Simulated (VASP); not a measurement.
# La (Fm-3m) in VASP: a series of runs, part 2 of 2

VASP 6.6.1. The steps go on from the part before.

### 3 Single point, pbe exchange, lda correlation, collinear spin (35.55 Å³/atom)

This run uses another cell than the first one, of 35.55 Å³/atom.

Contents of INCAR:

```
SYSTEM = La
PREC     = Accurate       ! precision mode
ENCUT    = 500            ! plane-wave cutoff, eV
EDIFF    = 1E-6           ! SCF threshold, eV
ISMEAR   = 1              ! smearing method
SIGMA    = 0.025          ! smearing width, eV
LREAL    = .FALSE.        ! projectors in reciprocal space
LASPH    = .TRUE.         ! aspherical terms in the spheres
NELM     = 200            ! most SCF steps
ALGO     = Normal         ! electronic algorithm
ISIF     = 2              ! what is computed and relaxed
LWAVE    = .FALSE.        ! write WAVECAR
LCHARG   = .FALSE.        ! write CHGCAR
ISPIN    = 2              ! spin polarisation
MAGMOM   = 1              ! initial moments
LORBIT   = 11             ! projections on sites
NUPDOWN  = 1.0            ! fixed moment
LMAXMIX  = 6              ! l up to which the mixer works
GGA      = LIBXC          ! functional
LIBXC1   = GGA_X_PBE    
LIBXC2   = LDA_C_PW     
NBANDS   = 16             ! bands
GGA_COMPAT= .FALSE.
```

Contents of KPOINTS:

```
Automatic mesh
0
G
  9 9 9
  0 0 0
```

Contents of POSCAR:

```
La
1.0
    0.0000000000      2.6097456171      2.6097456171
    2.6097456171      0.0000000000      2.6097456171
    2.6097456171      2.6097456171      0.0000000000
La
1
Direct
    0.0000000000      0.0000000000      0.0000000000
```

Potentials or basis: VASP PAW PBE potentials, release 64 (La).

Run with:

```sh
$ cat potpaw_PBE.64/La/POTCAR > POTCAR
$ mpirun -np 1 vasp_std > vasp.out
```

OUTCAR:

```text
SYSTEM = La
   PREC = Accurate
   ENCUT = 500
   EDIFF = 1E-6
   ISMEAR = 1
   LREAL = .FALSE.
   LASPH = .TRUE.
   NELM = 200
   ISIF = 2
   ISPIN = 2
   LORBIT = 11
   NUPDOWN = 1.0
   GGA = LIBXC

 ion  position               nearest neighbor table
   1  0.000  0.000  0.000-

  LATTYP: Found a face centered cubic cell.
 ALAT       =     5.2194912342

  Lattice vectors:

 A1 = (   0.0000000000,   2.6097456171,   2.6097456171)
 A2 = (   2.6097456171,   0.0000000000,   2.6097456171)
 A3 = (   2.6097456171,   2.6097456171,   0.0000000000)

Analysis of symmetry for initial positions (statically):
=====================================================================
 Subroutine PRICEL returns:
 Original cell was already a primitive cell.

 Routine SETGRP: Setting up the symmetry group for a
 face centered cubic supercell.

 Subroutine GETGRP returns: Found 48 space group operations
 (whereof 48 operations were pure point group operations)
 out of a pool of 48 trial point group operations.

The static configuration has the point symmetry O_h .

Analysis of symmetry for dynamics (positions and initial velocities):
=====================================================================
 Subroutine PRICEL returns:
 Original cell was already a primitive cell.

 Routine SETGRP: Setting up the symmetry group for a
 face centered cubic supercell.

 Subroutine GETGRP returns: Found 48 space group operations
 (whereof 48 operations were pure point group operations)
 out of a pool of 48 trial point group operations.

The dynamic configuration has the point symmetry O_h .

Analysis of structural, dynamic, and magnetic symmetry:
=====================================================================
 Subroutine PRICEL returns:
 Original cell was already a primitive cell.

 Routine SETGRP: Setting up the symmetry group for a
 face centered cubic supercell.

 Subroutine GETGRP returns: Found 48 space group operations
 (whereof 48 operations were pure point group operations)
 out of a pool of 48 trial point group operations.

The overall configuration has the point symmetry O_h .

 Subroutine INISYM returns: Found 48 space group operations
 (whereof 48 operations are pure point group operations),
 and found     1 'primitive' translations

----------------------------------------------------------------------------------------

                                     Primitive cell

  volume of cell :      35.5488

  direct lattice vectors                    reciprocal lattice vectors
     0.000000000  2.609745617  2.609745617    -0.191589554  0.191589554  0.191589554
     2.609745617  0.000000000  2.609745617     0.191589554 -0.191589554  0.191589554
     2.609745617  2.609745617  0.000000000     0.191589554  0.191589554 -0.191589554

  length of vectors
     3.690737646  3.690737646  3.690737646     0.331842843  0.331842843  0.331842843

  position of ions in fractional coordinates (direct lattice)
     0.000000000  0.000000000  0.000000000

  ion indices of the primitive-cell ions
   primitive index   ion index
                 1           1

----------------------------------------------------------------------------------------

 KPOINTS: Automatic mesh

Automatic generation of k-mesh.
[... 55 lines left out ...]
   NGXF,Y,Z  is equivalent  to a cutoff of  25.22, 25.22, 25.22 a.u.
 SYSTEM =  La
   PREC   = accura    normal or accurate (medium, high low for compatibility)
   ISTART =      0    job   : 0-new  1-cont  2-samecut
   ICHARG =      2    charge: 1-file 2-atom 10-const
   ISPIN  =      2    spin polarized calculation?
   LNONCOLLINEAR =      F non collinear calculations
   LSORBIT =      F    spin-orbit coupling
   LASPH  =      T    aspherical Exc in radial PAW
   ENCUT  =  500.0 eV  36.75 Ry    6.06 a.u.   6.73  6.73  6.73*2*pi/ulx,y,z
   NELM   =    200;   NELMIN=  2; NELMDL= -5     # of ELM steps
   EDIFF  = 0.1E-05   stopping-criterion for ELM
   LREAL  =      F    real-space projection
   EDIFFG = 0.1E-04   stopping-criterion for IOM
   NSW    =      0    number of steps for IOM
   IBRION =     -1    ionic relax: 0-MD 1-quasi-New 2-CG
   NFREE  =      0    steps in history (QN), initial steepest desc. (CG)
   ISIF   =      2    stress and relaxation
   ISYM   =      2    0-nonsym 1-usesym 2-fastsym
   POTIM  = 0.5000    time-step for ionic-motion
   TEBEG  =    0.0;   TEEND  =   0.0 temperature during run
   PSTRESS=    0.0 pullay stress
   NELECT =      11.0000    total number of electrons
   NUPDOWN=       1.0000    fix difference up-down
   EMIN   =  10.00;   EMAX   =-10.00  energy-range for DOS
   EFERMI =   0.00;   METHOD = LEGACY
   ISMEAR =     1;   SIGMA  =   0.03  broadening in eV -4-tet -1-fermi 0-gaus
   EFERMI_NEDOS =   21; number of points for ismear=-14 and -15
   IALGO  =     38    algorithm
   IMIX   =      4    mixing-type and parameters
     AMIX     =   0.40;   BMIX     =  1.00
     AMIX_MAG =   1.60;   BMIX_MAG =  1.00
  volume/ion in A,a.u.               =      35.55       239.89
  Fermi-wavevector in a.u.,A,eV,Ry     =   1.107297  2.092488 16.682201  1.226107
  Thomas-Fermi vector in A             =   2.243810
   LORBIT       =     11    0 simple, 1 ext, 2 COOP (PROOUT), +10 PAW based schemes
   GGA     = LIBXC    functional components
   LHFCALC =     F    Hartree Fock is set to
   AEXX    =    0.0000 exact exchange contribution
   IVDW    =     0    specifies the selected vdW correction
   LEPSILON=     F    determine dielectric tensor
   LRPA    =     F    only Hartree local field effects (RPA)
 spin polarized calculation
 Methfessel and Paxton  Order N= 1 SIGMA  =   0.03
  energy-cutoff  :      500.00
  volume of cell :       35.55
 maximum number of plane-waves:       914
   NGX = 13   NGY = 13   NGZ = 13

 number of electron      11.0000000 magnetization       1.0000000

 Free energy of the ion-electron system (eV)
  ---------------------------------------------------
  ext. energy  EPLUGINS =         0.00000000
  ---------------------------------------------------
  free energy    TOTEN  =        -3.59710567 eV

  energy without entropy =       -3.59692628  energy(sigma->0) =       -3.59704587

 E-fermi :   8.0082     XC(G=0):  -9.5265

 val. band max:        8.7100945585   @ k =  -0.4444   0.1111   0.0000
 cond. band min:       8.1179246715   @ k =   0.4444   0.3333   0.1111
 fundamental gap:     -0.5921698871
 Fermi energy:         8.7118141581

 spin component 1

 k-point     1 :       0.0000    0.0000    0.0000
  band No.  band energies     occupation
      1     -24.6749      1.00000
      2      -7.5820      1.00000
      3      -7.5820      1.00000
      4      -7.5820      1.00000
      5       5.0578      1.00000
      6       9.4763      0.00000
[... 435 lines left out ...]
      5       6.2196      1.00000
      6       6.6751      1.00000
[... 8 lines left out ...]
     15      14.2316      0.00000
     16      14.4729      0.00000

 [... further k-points ...]

 spin component 2

 k-point     1 :       0.0000    0.0000    0.0000
  band No.  band energies     occupation
      1     -24.4786      1.00000
      2      -7.3012      1.00000
      3      -7.3012      1.00000
      4      -7.3012      1.00000
      5       5.7635      1.00000
      6       9.7559      0.00000
[... 435 lines left out ...]
      5       6.7471      1.00000
      6       7.4051      1.00000
[... 8 lines left out ...]
     15      14.5050      0.00000
     16      14.8985      0.00000

 [... further k-points ...]

------------------------ aborting loop because EDIFF is reached ----------------------------------------

  FORCE on cell =-STRESS in cart. coord.  units (eV):
  Direction    XX          YY          ZZ          XY          YZ          ZX
  --------------------------------------------------------------------------------------
  -------------------------------------------------------------------------------------
  Total        1.3054411      1.3054411      1.3054411      0.0000000      0.0000000      0.0000000
  in kB       58.8360267     58.8360267     58.8360267      0.0000000      0.0000000      0.0000000
  external PRESSURE =      58.8360267 kB  Pullay stress =       0.0000000 kB

 VOLUME and BASIS-vectors are now :
 -----------------------------------------------------------------------------
  energy-cutoff  :      500.00
  volume of cell :       35.55
      direct lattice vectors                 reciprocal lattice vectors
     0.000000000  2.609745617  2.609745617    -0.191589554  0.191589554  0.191589554
     2.609745617  0.000000000  2.609745617     0.191589554 -0.191589554  0.191589554
     2.609745617  2.609745617  0.000000000     0.191589554  0.191589554 -0.191589554

 POSITION                                       TOTAL-FORCE (eV/Angst)
 -----------------------------------------------------------------------------------
      0.00000      0.00000      0.00000         0.000000      0.000000      0.000000
 -----------------------------------------------------------------------------------
    total drift:                                0.000000      0.000000      0.000000

  FREE ENERGIE OF THE ION-ELECTRON SYSTEM (eV)
  ---------------------------------------------------
  free  energy   TOTEN  =        -3.5971056651 eV

  energy  without entropy=       -3.5969262795  energy(sigma->0) =       -3.59704587

 total charge

# of ion       s       p       d       f       tot
--------------------------------------------------
    1        2.046   5.568   0.934   0.133   8.681

 magnetization (x)

# of ion       s       p       d       f       tot
--------------------------------------------------
    1        0.009   0.026   0.341   0.087   0.463
```

Run time: 24 s. Hardware: 1 thread of Intel Xeon 6975P-C (Granite Rapids), shared host; peak memory 0.2 GiB.

Results:

```yaml
Free_energy: -3.5971 eV
Pressure: 5.9 GPa
Net_moment: 1.00 μB per cell
Site_moments: La +0.46 μB
Valence_electrons_inside_the_program's_atomic_spheres: La 8.68
```

Caveat: the cell stands under pressure; the PAW data sets were made with another functional, which shifts forces and pressure a little; spin-orbit coupling is left out, which moves the levels of the heavy elements; the total moment is fixed, so each spin has its own Fermi level.

### 4 Single point, pbe exchange, lda correlation, collinear spin (36.29 Å³/atom)

This run uses another cell than the first one, of 36.29 Å³/atom.

Contents of INCAR:

```
  ALGO = Normal
  EDIFF = 1E-6
  ENCUT = 500
  GGA = LIBXC
  GGA_COMPAT = F
  ISIF = 2
  ISMEAR = 1
  ISPIN = 2
  LASPH = T
  LCHARG = F
  LIBXC1 = GGA_X_PBE
  LIBXC2 = LDA_C_PW
  LMAXMIX = 6
  LORBIT = 11
  LREAL = F
  LWAVE = F
  MAGMOM = 1
  NBANDS = 16
  NELM = 200
  NUPDOWN = 1.0
  PREC = Accurate
  SIGMA = 0.025
```

Contents of KPOINTS:

```
k-points
0
Gamma
  9 9 9
```

Contents of POSCAR:

```
La
1.0
    0.0000000000      2.6277444315      2.6277444315
    2.6277444315      0.0000000000      2.6277444315
    2.6277444315      2.6277444315      0.0000000000
La
1
Direct
    0.0000000000      0.0000000000      0.0000000000
```

Run with:

```sh
$ cat potpaw_PBE.64/La/POTCAR > POTCAR
$ mpirun -np 1 vasp_std > vasp.out
```

Run time: 23 s. Hardware: 1 thread of Intel Xeon 6975P-C (Granite Rapids), shared host; peak memory 0.2 GiB.

Results (log left out):

```
Free energy                                           : -3.6226 eV
Pressure                                              : 5.1 GPa
Net moment                                            : 1.00 μB per cell
Site moments                                          : La +0.46 μB
Valence electrons inside the program's atomic spheres : La 8.66
```

Caveat: the cell stands under pressure; the PAW data sets were made with another functional, which shifts forces and pressure a little; spin-orbit coupling is left out, which moves the levels of the heavy elements; the total moment is fixed, so each spin has its own Fermi level.

### 5 Overview

```tsv
cell	pressure (GPa)	moment (μB)
a = 3.665 Å, angles 60.0°, 1 atom	6.8	1.00
a = 3.691 Å, angles 60.0°, 1 atom	5.9	1.00
a = 3.716 Å, angles 60.0°, 1 atom	5.1	1.00
```

Alike in all rows: task single point; level pbe exchange, lda correlation; potentials or basis VASP PAW PBE potentials, release 64 (La); spin collinear; fixed moment (μB) 1.0; k mesh 9 × 9 × 9; cutoff (eV) 500; smearing methfessel-paxton 0.025 eV.

Caveats: the cell stands under pressure; the PAW data sets were made with another functional, which shifts forces and pressure a little; spin-orbit coupling is left out, which moves the levels of the heavy elements; the total moment is fixed, so each spin has its own Fermi level.

Total energies depend on the potentials used, so only differences within one code and one set of settings carry meaning.
